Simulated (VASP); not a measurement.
# W (Im-3m) in VASP: a series of runs

The runs below take W through relaxation of cell and atoms, single point, with PBEsol.

All numbers are computed with VASP 6.6.1; they aren't measurements. Logs are shortened: lines on timing, memory, paths and dates and some standing lists are left out, and cuts for length are marked.

## (1) The cell of the first run

Symmetry: Im-3m, No. 229, cubic system. Conventional cell: a = 3.170 Å, b = 3.170 Å, c = 3.170 Å, α = 90.00°, β = 90.00°, γ = 90.00°. W (site symmetry m-3m) has 14 W at 2.75 to 3.17 Å within 3.6 Å.

## (2) Relaxation of cell and atoms, PBEsol

INCAR

```
PREC = Accurate ; ENCUT = 600
EDIFF = 1E-7 ; ISMEAR = 0
SIGMA = 0.1 ; LREAL = F
LASPH = T ; NELM = 60
ALGO = Fast ; ISIF = 3
LWAVE = F ; LCHARG = F
GGA = PS ; IBRION = 2
NSW = 100 ; EDIFFG = -0.005
```

KPOINTS

```
Automatic mesh
0
Gamma
  18 18 18
```

POSCAR

```
W
1.0
   -1.5851577801      1.5851577801      1.5851577801
    1.5851577801     -1.5851577801      1.5851577801
    1.5851577801      1.5851577801     -1.5851577801
W
1
Direct
    0.0000000000      0.0000000000      0.0000000000
```

Potentials or basis: VASP PAW PBE potentials, release 64 (W_sv).

Launch:

```
> cat potpaw_PBE.64/W_sv/POTCAR > POTCAR
> mpirun -np 1 vasp_std > vasp.out
```

OUTCAR:

```text
PREC = Accurate
   ENCUT = 600
   EDIFF = 1E-7
   ISMEAR = 0
   LREAL = F
   LASPH = T
   NELM = 60
   ISIF = 3
   GGA = PS
   IBRION = 2
   NSW = 100
   EDIFFG = -0.005

 ion  position               nearest neighbor table
   1  0.000  0.000  0.000-

  LATTYP: Found a body centered cubic cell.
 ALAT       =     3.1703155602

  Lattice vectors:

 A1 = (  -1.5851577801,   1.5851577801,   1.5851577801)
 A2 = (   1.5851577801,  -1.5851577801,   1.5851577801)
 A3 = (   1.5851577801,   1.5851577801,  -1.5851577801)

Analysis of symmetry for initial positions (statically):
=====================================================================
 Subroutine PRICEL returns:
 Original cell was already a primitive cell.

 Routine SETGRP: Setting up the symmetry group for a
 body centered cubic supercell.

 Subroutine GETGRP returns: Found 48 space group operations
 (whereof 48 operations were pure point group operations)
 out of a pool of 48 trial point group operations.

The static configuration has the point symmetry O_h .

Analysis of symmetry for dynamics (positions and initial velocities):
=====================================================================
 Subroutine PRICEL returns:
 Original cell was already a primitive cell.

 Routine SETGRP: Setting up the symmetry group for a
 body centered cubic supercell.

 Subroutine GETGRP returns: Found 48 space group operations
 (whereof 48 operations were pure point group operations)
 out of a pool of 48 trial point group operations.

The dynamic configuration has the point symmetry O_h .

 Subroutine INISYM returns: Found 48 space group operations
 (whereof 48 operations are pure point group operations),
 and found     1 'primitive' translations

----------------------------------------------------------------------------------------

                                     Primitive cell

  volume of cell :      15.9323

  direct lattice vectors                    reciprocal lattice vectors
    -1.585157780  1.585157780  1.585157780     0.000000000  0.315426014  0.315426014
     1.585157780 -1.585157780  1.585157780     0.315426014  0.000000000  0.315426014
     1.585157780  1.585157780 -1.585157780     0.315426014  0.315426014  0.000000000

  length of vectors
     2.745573813  2.745573813  2.745573813     0.446079747  0.446079747  0.446079747

  position of ions in fractional coordinates (direct lattice)
     0.000000000  0.000000000  0.000000000

  ion indices of the primitive-cell ions
   primitive index   ion index
                 1           1

----------------------------------------------------------------------------------------

 KPOINTS: Automatic mesh

Automatic generation of k-mesh.
 Grid dimensions read from file:
 generate k-points for:   18   18   18

 Generating k-lattice:

  Cartesian coordinates                     Fractional coordinates (reciprocal lattice)
     0.000000000  0.017523667  0.017523667     0.055555556  0.000000000  0.000000000
     0.017523667  0.000000000  0.017523667     0.000000000  0.055555556  0.000000000
     0.017523667  0.017523667  0.000000000     0.000000000  0.000000000  0.055555556

  Length of vectors
     0.024782208  0.024782208  0.024782208

  Shift w.r.t. Gamma in fractional coordinates (k-lattice)
     0.000000000  0.000000000  0.000000000

 Subroutine IBZKPT returns following result:
 ===========================================

 Found    195 irreducible k-points:

 Following reciprocal coordinates:
            Coordinates               Weight
  0.000000  0.000000  0.000000      1.000000
  0.055556  0.000000  0.000000     12.000000
  0.111111  0.000000  0.000000     12.000000
  0.166667  0.000000  0.000000     12.000000
  0.222222  0.000000  0.000000     12.000000
  0.277778  0.000000  0.000000     12.000000
[... 16 lines left out ...]
  0.333333  0.111111  0.000000     48.000000
  0.388889  0.111111  0.000000     48.000000
 [... further k-points ...]
   k-points           NKPTS =    195   k-points in BZ     NKDIM =    195   number of bands    NBANDS=     11
   number of dos      NEDOS =    301   number of ions     NIONS =      1
   total plane-waves  NPLWV =  13824
   dimension x,y,z NGX =    24 NGY =   24 NGZ =   24
   dimension x,y,z NGXF=    48 NGYF=   48 NGZF=   48
   ions per type =               1
   NGX,Y,Z   is equivalent  to a cutoff of  14.53, 14.53, 14.53 a.u.
   NGXF,Y,Z  is equivalent  to a cutoff of  29.06, 29.06, 29.06 a.u.
 SYSTEM =  unknown system
   PREC   = accura    normal or accurate (medium, high low for compatibility)
   ISTART =      0    job   : 0-new  1-cont  2-samecut
   ICHARG =      2    charge: 1-file 2-atom 10-const
   ISPIN  =      1    spin polarized calculation?
   LNONCOLLINEAR =      F non collinear calculations
   LSORBIT =      F    spin-orbit coupling
   LASPH  =      T    aspherical Exc in radial PAW
   ENCUT  =  600.0 eV  44.10 Ry    6.64 a.u.   5.48  5.48  5.48*2*pi/ulx,y,z
   NELM   =     60;   NELMIN=  2; NELMDL= -5     # of ELM steps
   EDIFF  = 0.1E-06   stopping-criterion for ELM
   LREAL  =      F    real-space projection
   EDIFFG = -.5E-02   stopping-criterion for IOM
   NSW    =    100    number of steps for IOM
   IBRION =      2    ionic relax: 0-MD 1-quasi-New 2-CG
   NFREE  =      1    steps in history (QN), initial steepest desc. (CG)
   ISIF   =      3    stress and relaxation
   ISYM   =      2    0-nonsym 1-usesym 2-fastsym
   POTIM  = 0.5000    time-step for ionic-motion
   TEBEG  =    0.0;   TEEND  =   0.0 temperature during run
   PSTRESS=    0.0 pullay stress
   NELECT =      14.0000    total number of electrons
   NUPDOWN=      -1.0000    fix difference up-down
   EMIN   =  10.00;   EMAX   =-10.00  energy-range for DOS
   EFERMI =   0.00;   METHOD = LEGACY
   ISMEAR =     0;   SIGMA  =   0.10  broadening in eV -4-tet -1-fermi 0-gaus
   EFERMI_NEDOS =   21; number of points for ismear=-14 and -15
   IALGO  =     68    algorithm
   IMIX   =      4    mixing-type and parameters
     AMIX     =   0.40;   BMIX     =  1.00
     AMIX_MAG =   1.60;   BMIX_MAG =  1.00
  volume/ion in A,a.u.               =      15.93       107.52
  Fermi-wavevector in a.u.,A,eV,Ry     =   1.568044  2.963174 33.453504  2.458763
  Thomas-Fermi vector in A             =   2.670134
   LORBIT       =      0    0 simple, 1 ext, 2 COOP (PROOUT), +10 PAW based schemes
   GGA     = PS    functional components
   LHFCALC =     F    Hartree Fock is set to
   AEXX    =    0.0000 exact exchange contribution
   IVDW    =     0    specifies the selected vdW correction
   LEPSILON=     F    determine dielectric tensor
   LRPA    =     F    only Hartree local field effects (RPA)
 conjugate gradient relaxation of ions
 non-spin polarized calculation
 RMM-DIIS sequential band-by-band and
 Gauss-broadening in eV      SIGMA  =   0.10
  energy-cutoff  :      600.00
  volume of cell :       15.93
 maximum number of plane-waves:       555
 NGX is ok and might be reduce to    24

--------------------------------------- Ionic step        1  -------------------------------------------

 number of electron      14.0000002 magnetization

 Free energy of the ion-electron system (eV)
  ---------------------------------------------------
  ext. energy  EPLUGINS =         0.00000000
  ---------------------------------------------------
  free energy    TOTEN  =       -13.79907254 eV

  energy without entropy =      -13.79557774  energy(sigma->0) =      -13.79732514

------------------------ aborting loop because EDIFF is reached ----------------------------------------

  FORCE on cell =-STRESS in cart. coord.  units (eV):
  Direction    XX          YY          ZZ          XY          YZ          ZX
  --------------------------------------------------------------------------------------
  -------------------------------------------------------------------------------------
  Total       -0.4111380     -0.4111380     -0.4111380      0.0000000     -0.0000000      0.0000000
  in kB      -41.3447841    -41.3447841    -41.3447841      0.0000000     -0.0000000      0.0000000
  external PRESSURE =     -41.3447841 kB  Pullay stress =       0.0000000 kB
[... 90 lines left out ...]
  energy  without entropy=      -13.7983377820  energy(sigma->0) =      -13.80005813

--------------------------------------- Ionic step        4  -------------------------------------------

 number of electron      14.0000001 magnetization

 Free energy of the ion-electron system (eV)
  ---------------------------------------------------
  ext. energy  EPLUGINS =         0.00000000
  ---------------------------------------------------
  free energy    TOTEN  =       -13.80177948 eV

  energy without entropy =      -13.79833963  energy(sigma->0) =      -13.80005956

 E-fermi :  11.3822     XC(G=0): -13.8058

 val. band max:       11.3736237720   @ k =  -0.1667   0.1667   0.0556
 cond. band min:      11.3828733475   @ k =  -0.2778   0.3333   0.2222
 fundamental gap:      0.0092495755
 Fermi energy:        11.3821812793

 k-point     1 :       0.0000    0.0000    0.0000
  band No.  band energies     occupation
      1     -62.7435      2.00000
      2     -26.2895      2.00000
      3     -26.2895      2.00000
      4     -26.2895      2.00000
      5       1.6928      2.00000
      6      10.1429      2.00000
      7      10.1429      2.00000
      8      10.1429      2.00000
      9      13.6454      0.00000
     10      13.6454      0.00000
     11      25.9497      0.00000
[... 309 lines left out ...]
 k-point    24 :       0.3889    0.1111    0.0000
  band No.  band energies     occupation
      1     -62.6038      2.00000
      2     -27.5360      2.00000
      3     -26.7570      2.00000
      4     -26.3561      2.00000
      5       5.4951      2.00000
      6       7.9344      2.00000
      7      10.8185      2.00000
      8      13.4258      0.00000
      9      14.7728      0.00000
     10      17.9066      0.00000
     11      22.4138      0.00000

 [... further k-points ...]
[... 5 lines left out ...]
  --------------------------------------------------------------------------------------
  -------------------------------------------------------------------------------------
  Total        0.0013372      0.0013372      0.0013372      0.0000000      0.0000000     -0.0000000
  in kB        0.1362319      0.1362319      0.1362319      0.0000000      0.0000000     -0.0000000
  external PRESSURE =       0.1362319 kB  Pullay stress =       0.0000000 kB
[... 16 lines left out ...]
  FREE ENERGIE OF THE ION-ELECTRON SYSTEM (eV)
  ---------------------------------------------------
  free  energy   TOTEN  =       -13.8017794788 eV

  energy  without entropy=      -13.7983396313  energy(sigma->0) =      -13.80005956

 reached required accuracy - stopping structural energy minimisation
```

Wall time 69 s (1 thread of AMD EPYC 9R45 (Zen 5), shared host); peak memory 0.15 GiB.

What came out:

```yaml
Free_energy: -13.8018 eV
Relaxed_volume: 15.73 Å³/atom
Relaxed_cell: a = 2.734 Å, b = 2.734 Å, c = 2.734 Å, α = 109.47°, β = 109.47°, γ = 109.47°
Space_group_after_relaxing_to_0.05_Å: Im-3m (No. 229)
Energy_gained_by_relaxing: 2.7 meV/atom
Ionic_steps: 4
Pressure_after_relaxing: 0.0 GPa
Band_gap_on_the_k_mesh: zero (band 7 reaches 16.63 eV, above the bottom of band 8 at 10.14 eV)
```

The path:
```
step  energy change (eV)  largest force (eV/Å)  pressure (GPa)  volume (Å³)
   1              0.0000                0.0000           -4.13        15.93
   2              0.0343                0.0000           17.15        15.00
   3             -0.0027                0.0000           -0.05        15.73
   4             -0.0027                0.0000            0.01        15.73
```

Final structure:
```
W
1.0
    -1.57829    1.57829    1.57829
     1.57829   -1.57829    1.57829
     1.57829    1.57829   -1.57829
W
1
Direct
  0.00000 0.00000 0.00000
```

Levels at points of the mesh, in eV from the Fermi level:
```
           k point  band 4  band 5  band 6  band 7  band 8  band 9  band 10  band 11
(0.00, 0.00, 0.00)  -37.67   -9.69   -1.24   -1.24   -1.24    2.26     2.26    14.57
(0.50, 0.00, 0.00)  -37.68   -6.33   -3.60    0.73    2.17    3.15     6.25    11.53
(0.50, 0.50, 0.50)  -38.60   -5.91   -5.91    5.25    5.25    5.25     8.33     8.33
```

Caveat: the PAW data sets were made with another functional, which shifts forces and pressure a little; spin-orbit coupling is left out, which moves the levels of the heavy elements.

## (3) Single point, PBEsol

This run uses another cell than the first one: it holds 2 atoms, not 1.

INCAR

```
SYSTEM = W
  PREC = Accurate
  ENCUT = 520
  EDIFF = 1E-6
  ISMEAR = 0
  SIGMA = 0.1
  LREAL = .FALSE.
  LASPH = .TRUE.
  NELM = 60
  ALGO = Normal
  ISIF = 2
  LWAVE = .FALSE.
  LCHARG = .FALSE.
  GGA = PS
  NBANDS = 21
```

KPOINTS

```
Automatic mesh
0
G
  16 16 16
  0 0 0
```

POSCAR

```
W
1.0
    3.1543279753      0.0000000000      0.0000000000
    0.0000000000      3.1543279753      0.0000000000
    0.0000000000      0.0000000000      3.1543279753
W
2
Direct
    0.0000000000      0.0000000000      0.0000000000
    0.5000000000      0.5000000000      0.5000000000
```

Potentials or basis: VASP PAW PBE potentials, release 64 (W_sv).

Launch:

```
> cat potpaw_PBE.64/W_sv/POTCAR > POTCAR
> mpirun -np 1 vasp_std > vasp.out
```

Wall time 42 s (1 thread of AMD EPYC 9R14 (Zen 4), shared host); peak memory 0.17 GiB.

The run converged. Its results:

```
Free energy            : -27.6087 eV
Pressure               : 0.6 GPa
Band gap on the k mesh : zero (band 14 reaches 12.15 eV, above the bottom of band 15 at 10.88 eV)
```

Levels at points of the mesh, in eV from the Fermi level:
```csv
k point,band 11,band 12,band 13,band 14,band 15,band 16,band 17,band 18
"(0.00, 0.00, 0.00)",-5.97,-1.29,-1.29,-1.29,2.23,2.23,5.22,5.22
"(0.50, 0.00, 0.00)",-2.92,-2.92,-0.57,-0.57,-0.57,-0.57,1.34,1.34
"(0.50, 0.50, 0.00)",-3.66,-3.66,0.70,0.70,2.13,2.13,3.12,3.12
"(0.50, 0.50, 0.50)",-3.02,-3.02,-3.02,-3.02,3.29,3.29,3.29,3.29
```

Caveat: the PAW data sets were made with another functional, which shifts forces and pressure a little; spin-orbit coupling is left out, which moves the levels of the heavy elements.

## (4) Single point, PBEsol

This run uses another cell than the first one, of 15.69 Å³/atom, 0.985 times its volume.

INCAR

```
PREC = Accurate
ENCUT = 520
EDIFF = 1E-7
ISMEAR = 0
SIGMA = 0.1
LREAL = F
LASPH = T
NELM = 60
ALGO = Normal
ISIF = 2
LWAVE = F
LCHARG = F
GGA = PS
NBANDS = 13
```

KPOINTS

```
regular mesh
0
Gamma
  18 18 18
```

POSCAR

```
W
1.0
   -1.5771639877      1.5771639877      1.5771639877
    1.5771639877     -1.5771639877      1.5771639877
    1.5771639877      1.5771639877     -1.5771639877
W
1
Direct
    0.0000000000      0.0000000000      0.0000000000
```

Launch:

```
> cat potpaw_PBE.64/W_sv/POTCAR > POTCAR
> mpirun -np 1 vasp_std > vasp.out
```

Wall time 43 s (1 thread of AMD EPYC 7R13, shared host); peak memory 0.12 GiB.

Results (log left out):

```yaml
Free_energy: -13.8015 eV
Pressure: 0.7 GPa
Band_gap_on_the_k_mesh: zero (band 7 reaches 16.67 eV, above the bottom of band 8 at 10.17 eV)
```

Levels at points of the mesh, in eV from the Fermi level:
```
           k point  band 5  band 6  band 7  band 8  band 9  band 10
(0.00, 0.00, 0.00)   -9.70   -1.24   -1.24   -1.24    2.27     2.27
(0.50, 0.00, 0.00)   -6.35   -3.61    0.74    2.17    3.16     6.27
(0.50, 0.50, 0.50)   -5.93   -5.93    5.26    5.26    5.26     8.34
```

Caveat: the PAW data sets were made with another functional, which shifts forces and pressure a little; spin-orbit coupling is left out, which moves the levels of the heavy elements.

## (5) Overview

| task | cell | k mesh | cutoff (eV) | gap on the mesh (eV) | pressure (GPa) |
| --- | --- | --- | --- | --- | --- |
| relaxation of cell and atoms | relaxed from a = 2.746 Å, angles 109.5°, 1 atom | 18 × 18 × 18 | 600 | none | 0.0 |
| single point | a = 3.154 Å, 2 atoms | 16 × 16 × 16 | 520 | none | 0.6 |
| single point | a = 2.732 Å, angles 109.5°, 1 atom | 18 × 18 × 18 | 520 | none | 0.7 |

Alike in all rows: level PBEsol; potentials or basis VASP PAW PBE potentials, release 64 (W_sv); no spin polarisation; smearing gaussian 0.1 eV.

Caveats: the PAW data sets were made with another functional, which shifts forces and pressure a little; spin-orbit coupling is left out, which moves the levels of the heavy elements.

Total energies depend on the potentials used, so only differences within one code and one set of settings carry meaning.
